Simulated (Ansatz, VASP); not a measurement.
**GaN: VASP beside Ansatz**

File INCAR:

```
SYSTEM = GaN
PREC = Accurate
ENCUT = 520
EDIFF = 1E-7
ISMEAR = -1
SIGMA = 0.05
LREAL = .FALSE.
LASPH = .TRUE.
NELM = 80
ALGO = Normal
ISIF = 2
LWAVE = .FALSE.
LCHARG = .FALSE.
GGA = B5
ALDAX = 1.0
AGGAX = 1.0
AGGAC = 1.0
ALDAC = 0.0
IVDW = 13
VDW_S6 = 1.0
VDW_S8 = 2.34076671
VDW_A1 = 0.44488865
VDW_A2 = 4.0933009
NBANDS = 16
```

KPOINTS

```
regular mesh
0
G
  10 10 10
  0 0 0
```

Contents of POSCAR:

```
GaN
1.0
    0.0000000000      2.2074978911      2.2074978911
    2.2074978911      0.0000000000      2.2074978911
    2.2074978911      2.2074978911      0.0000000000
Ga N
1 1
Direct
    0.0000000000      0.0000000000      0.0000000000
    0.2500000000      0.2500000000      0.2500000000
```

input.yaml

```yaml
crystal:
  lattice:
    - [0.0, 2.2074978911, 2.2074978911]
    - [2.2074978911, 0.0, 2.2074978911]
    - [2.2074978911, 2.2074978911, 0.0]
  atoms:
    - { symbol: Ga, position: [0.0, 0.0, 0.0] }
    - { symbol: "N", position: [0.25, 0.25, 0.25] }
hamiltonian:
  xc: blyp
  pseudopotentials: { kind: paw }
  dispersion: d4
kpoints:
  mp_grid: { grid: [10, 10, 10] }
scf:
  occupations: { method: fermi_dirac, width: 0.05 }
output:
  forces: true
  stress: true
  eigenvalues: true
```

Alike in both runs: task single point; functional BLYP; dispersion D4; k mesh 10 × 10 × 10; occupations fermi-dirac, width 0.05 eV; no spin polarisation.

|  | VASP | Ansatz |
| --- | --- | --- |
| version | VASP 6.6.1 | Ansatz 0.2.0 |
| potentials or method | VASP PAW PBE potentials, release 64 (Ga_d, N) | Ansatz PAW |
| plane-wave cutoff (eV) | 520 | 420 |
| valence electrons in the cell | 18 | 18 |

VASP gave:

```
gap on the k mesh at the Fermi level (eV) : 2.22
least direct gap on the mesh (eV)         : 2.22
pressure (GPa)                            : 13.5
```

Task: Estimate Ansatz's values.

Result: gap on the k mesh at the Fermi level (eV): 2.24; least direct gap on the mesh (eV): 2.24; pressure (GPa): 11.7.

VASP's potentials were made for PBE, not for BLYP.
